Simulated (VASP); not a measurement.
# W (R32) in VASP: notebook

The runs below take W through single point, with PBE.

Everything below comes from runs of VASP 6.6.1. Logs are shortened: lines on timing, memory, paths and dates and some standing lists are left out, and cuts for length are marked.

## (1) The cell of the first run

Symmetry: R32, No. 155, trigonal system. Conventional cell: a = 6.625 Å, b = 6.625 Å, c = 7.519 Å, α = 90.00°, β = 90.00°, γ = 120.00°. Within 3.4 Å of W (site symmetry 2) lie 8 W at 2.59 to 2.89 Å. Within 3.4 Å of W (site symmetry 3) lie 7 W at 2.59 to 2.89 Å.

The cell was generated, and may not be a known phase.

## (2) Single point, PBE

Input file INCAR:

```
SYSTEM = W
ALGO = Fast
EDIFF = 1E-7
ENCUT = 520
GGA = PE
ISIF = 2
ISMEAR = 0
LASPH = .TRUE.
LCHARG = .FALSE.
LREAL = .FALSE.
LWAVE = .FALSE.
NBANDS = 43
NELM = 60
PREC = Accurate
SIGMA = 0.1
```

Input file KPOINTS:

```
k-points
0
G
  6 6 6
  0 0 0
```

Input file POSCAR:

```
W
1.0
    3.3124559815      1.9124473526      2.5061826514
   -3.3124559815      1.9124473526      2.5061826514
    0.0000000000     -3.8248947052      2.5061826514
W
5
Direct
    0.0000000000      0.2373537530      0.7626462470
    0.2373537530      0.7626462470      0.0000000000
    0.7626462470      0.0000000000      0.2373537530
    0.3222273212      0.3222273212      0.3222273212
    0.6777726788      0.6777726788      0.6777726788
```

Potentials or basis: VASP PAW PBE potentials, release 64 (W_sv).

Command:

```
> cat potpaw_PBE.64/W_sv/POTCAR > POTCAR
> mpirun -np 1 vasp_std > vasp.out
```

OUTCAR:

```text
SYSTEM = W
   EDIFF = 1E-7
   ENCUT = 520
   GGA = PE
   ISIF = 2
   ISMEAR = 0
   LASPH = .TRUE.
   LREAL = .FALSE.
   NELM = 60
   PREC = Accurate

 ion  position               nearest neighbor table
   1  0.000  0.237  0.763-   5 2.59   4 2.59   2 2.72   3 2.72   2 2.74   3 2.74   4 2.89   5 2.89

   2  0.237  0.763  0.000-   4 2.59   5 2.59   1 2.72   3 2.72   3 2.74   1 2.74   4 2.89   5 2.89

   3  0.763  0.000  0.237-   4 2.59   5 2.59   2 2.72   1 2.72   2 2.74   1 2.74   5 2.89   4 2.89

   4  0.322  0.322  0.322-   3 2.59   2 2.59   1 2.59   5 2.67   2 2.89   1 2.89   3 2.89
   5  0.678  0.678  0.678-   1 2.59   2 2.59   3 2.59   4 2.67   2 2.89   1 2.89   3 2.89

  LATTYP: Found a trigonal (rhomboedric) cell.
 ALAT       =     4.5728296478
 COS(alpha) =    -0.0494462051

  Lattice vectors:

 A1 = (   3.3124559815,   1.9124473526,   2.5061826514)
 A2 = (  -3.3124559815,   1.9124473526,   2.5061826514)
 A3 = (   0.0000000000,  -3.8248947052,   2.5061826514)

Analysis of symmetry for initial positions (statically):
=====================================================================
 Subroutine PRICEL returns:
 Original cell was already a primitive cell.

 Routine SETGRP: Setting up the symmetry group for a
 trigonal (rhombohedral) supercell.

 Subroutine GETGRP returns: Found  6 space group operations
 (whereof  6 operations were pure point group operations)
 out of a pool of 12 trial point group operations.

The static configuration has the point symmetry D_3 .

Analysis of symmetry for dynamics (positions and initial velocities):
=====================================================================
 Subroutine PRICEL returns:
 Original cell was already a primitive cell.

 Routine SETGRP: Setting up the symmetry group for a
 trigonal (rhombohedral) supercell.

 Subroutine GETGRP returns: Found  6 space group operations
 (whereof  6 operations were pure point group operations)
 out of a pool of 12 trial point group operations.

The dynamic configuration has the point symmetry D_3 .

 Subroutine INISYM returns: Found  6 space group operations
 (whereof  6 operations are pure point group operations),
 and found     1 'primitive' translations

----------------------------------------------------------------------------------------

                                     Primitive cell

  volume of cell :      95.2585

  direct lattice vectors                    reciprocal lattice vectors
     3.312455981  1.912447353  2.506182651     0.150945402  0.087148369  0.133004405
    -3.312455981  1.912447353  2.506182651    -0.150945402  0.087148369  0.133004405
     0.000000000 -3.824894705  2.506182651     0.000000000 -0.174296737  0.133004405

  length of vectors
     4.572829648  4.572829648  4.572829648     0.219247633  0.219247633  0.219247633

  position of ions in fractional coordinates (direct lattice)
     0.000000000  0.237353753  0.762646247
     0.237353753  0.762646247  0.000000000
     0.762646247  0.000000000  0.237353753
     0.322227321  0.322227321  0.322227321
     0.677772679  0.677772679  0.677772679

  ion indices of the primitive-cell ions
   primitive index   ion index
                 1           1
                 2           2
                 3           3
                 4           4
                 5           5

----------------------------------------------------------------------------------------

 KPOINTS: k-points

Automatic generation of k-mesh.
 Grid dimensions read from file:
 generate k-points for:    6    6    6

 Generating k-lattice:

  Cartesian coordinates                     Fractional coordinates (reciprocal lattice)
     0.025157567  0.014524728  0.022167401     0.166666667  0.000000000  0.000000000
    -0.025157567  0.014524728  0.022167401     0.000000000  0.166666667  0.000000000
     0.000000000 -0.029049456  0.022167401     0.000000000  0.000000000  0.166666667

  Length of vectors
     0.036541272  0.036541272  0.036541272

  Shift w.r.t. Gamma in fractional coordinates (k-lattice)
     0.000000000  0.000000000  0.000000000

 Subroutine IBZKPT returns following result:
 ===========================================

 Found     32 irreducible k-points:

 Following reciprocal coordinates:
            Coordinates               Weight
  0.000000  0.000000  0.000000      1.000000
  0.166667 -0.000000 -0.000000      6.000000
  0.333333 -0.000000 -0.000000      6.000000
  0.500000  0.000000  0.000000      3.000000
  0.166667  0.166667 -0.000000      6.000000
  0.333333  0.166667 -0.000000     12.000000
[... 16 lines left out ...]
  0.500000  0.500000  0.166667      6.000000
 -0.333333  0.500000  0.166667     12.000000
 [... further k-points ...]
   k-points           NKPTS =     32   k-points in BZ     NKDIM =     32   number of bands    NBANDS=     43
   number of dos      NEDOS =    301   number of ions     NIONS =      5
   total plane-waves  NPLWV =  46656
   dimension x,y,z NGX =    36 NGY =   36 NGZ =   36
   dimension x,y,z NGXF=    72 NGYF=   72 NGZF=   72
   ions per type =               5
   NGX,Y,Z   is equivalent  to a cutoff of  13.09, 13.09, 13.09 a.u.
   NGXF,Y,Z  is equivalent  to a cutoff of  26.18, 26.18, 26.18 a.u.
 SYSTEM =  W
   PREC   = accura    normal or accurate (medium, high low for compatibility)
   ISTART =      0    job   : 0-new  1-cont  2-samecut
   ICHARG =      2    charge: 1-file 2-atom 10-const
   ISPIN  =      1    spin polarized calculation?
   LNONCOLLINEAR =      F non collinear calculations
   LSORBIT =      F    spin-orbit coupling
   LASPH  =      T    aspherical Exc in radial PAW
   ENCUT  =  520.0 eV  38.22 Ry    6.18 a.u.   8.50  8.50  8.50*2*pi/ulx,y,z
   NELM   =     60;   NELMIN=  2; NELMDL= -5     # of ELM steps
   EDIFF  = 0.1E-06   stopping-criterion for ELM
   LREAL  =      F    real-space projection
   EDIFFG = 0.1E-05   stopping-criterion for IOM
   NSW    =      0    number of steps for IOM
   IBRION =     -1    ionic relax: 0-MD 1-quasi-New 2-CG
   NFREE  =      0    steps in history (QN), initial steepest desc. (CG)
   ISIF   =      2    stress and relaxation
   ISYM   =      2    0-nonsym 1-usesym 2-fastsym
   POTIM  = 0.5000    time-step for ionic-motion
   TEBEG  =    0.0;   TEEND  =   0.0 temperature during run
   PSTRESS=    0.0 pullay stress
   NELECT =      70.0000    total number of electrons
   NUPDOWN=      -1.0000    fix difference up-down
   EMIN   =  10.00;   EMAX   =-10.00  energy-range for DOS
   EFERMI =   0.00;   METHOD = LEGACY
   ISMEAR =     0;   SIGMA  =   0.10  broadening in eV -4-tet -1-fermi 0-gaus
   EFERMI_NEDOS =   21; number of points for ismear=-14 and -15
   IALGO  =     68    algorithm
   IMIX   =      4    mixing-type and parameters
     AMIX     =   0.40;   BMIX     =  1.00
     AMIX_MAG =   1.60;   BMIX_MAG =  1.00
  volume/ion in A,a.u.               =      19.05       128.57
  Fermi-wavevector in a.u.,A,eV,Ry     =   1.477315  2.791720 29.694149  2.182458
  Thomas-Fermi vector in A             =   2.591734
   LORBIT       =      0    0 simple, 1 ext, 2 COOP (PROOUT), +10 PAW based schemes
   GGA     = PE    functional components
   LHFCALC =     F    Hartree Fock is set to
   AEXX    =    0.0000 exact exchange contribution
   IVDW    =     0    specifies the selected vdW correction
   LEPSILON=     F    determine dielectric tensor
   LRPA    =     F    only Hartree local field effects (RPA)
 non-spin polarized calculation
 RMM-DIIS sequential band-by-band and
 Gauss-broadening in eV      SIGMA  =   0.10
  energy-cutoff  :      520.00
  volume of cell :       95.26
 maximum number of plane-waves:      2583
 NGX is ok and might be reduce to    36
   NGX = 17   NGY = 17   NGZ = 17

 number of electron      69.9999985 magnetization

 Free energy of the ion-electron system (eV)
  ---------------------------------------------------
  ext. energy  EPLUGINS =         0.00000000
  ---------------------------------------------------
  free energy    TOTEN  =       -58.71531818 eV

  energy without entropy =      -58.69922334  energy(sigma->0) =      -58.70727076

 E-fermi :   8.4713     XC(G=0): -12.3965

 val. band max:        8.4514241980   @ k =  -0.3333   0.3333   0.0000
 cond. band min:       8.4778165915   @ k =   0.5000   0.1667  -0.0000
 fundamental gap:      0.0263923936
 Fermi energy:         8.4713321093

 k-point     1 :       0.0000    0.0000    0.0000
  band No.  band energies     occupation
      1     -65.2045      2.00000
      2     -65.0688      2.00000
      3     -65.0688      2.00000
      4     -64.9749      2.00000
      5     -64.9717      2.00000
      6     -29.9000      2.00000
[... 35 lines left out ...]
     42      12.1400      0.00000
     43      12.2802      0.00000

 k-point     2 :       0.1667   -0.0000   -0.0000
  band No.  band energies     occupation
      1     -65.1969      2.00000
      2     -65.0832      2.00000
      3     -65.0635      2.00000
      4     -64.9808      2.00000
      5     -64.9643      2.00000
      6     -29.9291      2.00000
[... 35 lines left out ...]
     42      11.9314      0.00000
     43      12.2717      0.00000

 k-point     3 :       0.3333   -0.0000   -0.0000
  band No.  band energies     occupation
      1     -65.1763      2.00000
      2     -65.1079      2.00000
      3     -65.0625      2.00000
      4     -64.9840      2.00000
      5     -64.9582      2.00000
      6     -29.9761      2.00000
[... 35 lines left out ...]
     42      11.3288      0.00000
     43      11.4726      0.00000

 k-point     4 :       0.5000    0.0000    0.0000
  band No.  band energies     occupation
      1     -65.1566      2.00000
      2     -65.1292      2.00000
      3     -65.0624      2.00000
      4     -64.9846      2.00000
      5     -64.9561      2.00000
      6     -30.0004      2.00000
[... 863 lines left out ...]
     42      11.3039      0.00000
     43      11.5199      0.00000

 k-point    23 :       0.5000    0.5000    0.1667
  band No.  band energies     occupation
      1     -65.1286      2.00000
      2     -65.1108      2.00000
      3     -65.0946      2.00000
      4     -65.0058      2.00000
      5     -64.9494      2.00000
      6     -29.9555      2.00000
[... 35 lines left out ...]
     42      10.7537      0.00000
     43      11.6233      0.00000

 k-point    24 :      -0.3333    0.5000    0.1667
  band No.  band energies     occupation
      1     -65.1333      2.00000
      2     -65.1146      2.00000
      3     -65.0917      2.00000
      4     -64.9993      2.00000
      5     -64.9504      2.00000
      6     -29.9754      2.00000
[... 35 lines left out ...]
     42      10.9813      0.00000
     43      11.5801      0.00000

 [... further k-points ...]

------------------------ aborting loop because EDIFF is reached ----------------------------------------

  FORCE on cell =-STRESS in cart. coord.  units (eV):
  Direction    XX          YY          ZZ          XY          YZ          ZX
  --------------------------------------------------------------------------------------
  -------------------------------------------------------------------------------------
  Total        0.3762350      0.3762350      0.2442788      0.0000000      0.0000000      0.0000000
  in kB        6.3279963      6.3279963      4.1085904      0.0000000      0.0000000      0.0000000
  external PRESSURE =       5.5881943 kB  Pullay stress =       0.0000000 kB

 VOLUME and BASIS-vectors are now :
 -----------------------------------------------------------------------------
  energy-cutoff  :      520.00
  volume of cell :       95.26
      direct lattice vectors                 reciprocal lattice vectors
     3.312455981  1.912447353  2.506182651     0.150945402  0.087148369  0.133004405
    -3.312455981  1.912447353  2.506182651    -0.150945402  0.087148369  0.133004405
     0.000000000 -3.824894705  2.506182651     0.000000000 -0.174296737  0.133004405

 POSITION                                       TOTAL-FORCE (eV/Angst)
 -----------------------------------------------------------------------------------
     -0.78622     -2.46312      2.50618         0.006982     -0.012093      0.000000
     -1.74001      1.91245      2.50618        -0.013963      0.000000      0.000000
      2.52623      0.55067      2.50618         0.006982      0.012093      0.000000
      0.00000      0.00000      2.42268        -0.000000      0.000000     -0.010592
      0.00000      0.00000      5.09587        -0.000000      0.000000      0.010592
 -----------------------------------------------------------------------------------
    total drift:                               -0.000000      0.000000      0.000000

  FREE ENERGIE OF THE ION-ELECTRON SYSTEM (eV)
  ---------------------------------------------------
  free  energy   TOTEN  =       -58.7153181791 eV

  energy  without entropy=      -58.6992233391  energy(sigma->0) =      -58.70727076
```

It took 2.3 min on 1 thread of Intel Xeon Platinum 8488C (Sapphire Rapids), shared host; peak memory 0.25 GiB.

What came out:

```yaml
Free_energy: -58.7153 eV
Pressure: 0.6 GPa
Largest_force: 0.014 eV/Å
Band_gap_on_the_k_mesh: zero (bands 35 and 36 overlap by 0.43 eV)
```

Forces on the atoms (eV/Å):
```
W    0.007 -0.012  0.000
W   -0.014  0.000  0.000
W    0.007  0.012  0.000
W    0.000  0.000 -0.011
W    0.000  0.000  0.011
```

Stress tensor (GPa, compression positive):
```
0.63 0.00 0.00
0.00 0.63 0.00
0.00 0.00 0.41
```

Caveat: spin-orbit coupling is left out, which moves the levels of the heavy elements.

## (3) Single point, PBE

Input file INCAR:

```
PREC = Accurate
ENCUT = 520
EDIFF = 1E-6
ISMEAR = 0
SIGMA = 0.1
LREAL = False
LASPH = True
NELM = 100
ALGO = Fast
ISIF = 2
LWAVE = False
LCHARG = True
GGA = PE
LELF = True
LVHAR = True
NBANDS = 43
```

Input file KPOINTS:

```
regular mesh
0
Gamma
  9 9 9
```

Input file POSCAR:

```
W
1.0
    3.3134941929      1.9130467642      2.5057789948
   -3.3134941929      1.9130467642      2.5057789948
    0.0000000000     -3.8260935284      2.5057789948
W
5
Direct
    0.0000000000      0.2373554042      0.7626445958
    0.2373554042      0.7626445958      0.0000000000
    0.7626445958      0.0000000000      0.2373554042
    0.3219786554      0.3219786554      0.3219786554
    0.6780213446      0.6780213446      0.6780213446
```

Potentials or basis: VASP PAW PBE potentials, release 64 (W_sv).

Command:

```
> cat potpaw_PBE.64/W_sv/POTCAR > POTCAR
> mpirun -np 1 vasp_std > vasp.out
```

Wall time 4.1 min (1 thread of Intel Xeon Platinum 8488C (Sapphire Rapids), shared host); peak memory 0.36 GiB.

Results (log left out):

* Free energy: -58.7103 eV
* Pressure: 0.5 GPa
* Largest force: 0.012 eV/Å
* Band gap on the k mesh: zero (bands 35 and 36 overlap by 0.50 eV)

Forces on the atoms (eV/Å):
```
W    0.006 -0.010  0.000
W   -0.012  0.000  0.000
W    0.006  0.010  0.000
W    0.000  0.000 -0.002
W    0.000  0.000  0.002
```

Stress tensor (GPa, compression positive):
```
0.59 0.00 0.00
0.00 0.59 0.00
0.00 0.00 0.36
```

Levels at points of the mesh, in eV from the Fermi level:
| k point | band 33 | band 34 | band 35 | band 36 | band 37 | band 38 |
| --- | --- | --- | --- | --- | --- | --- |
| (0.00, 0.00, 0.00) | -1.15 | -0.74 | -0.20 | -0.20 | 0.19 | 1.52 |

Caveat: spin-orbit coupling is left out, which moves the levels of the heavy elements.

The gap in the log of VASP goes by the Fermi energy; the results here count the filled bands.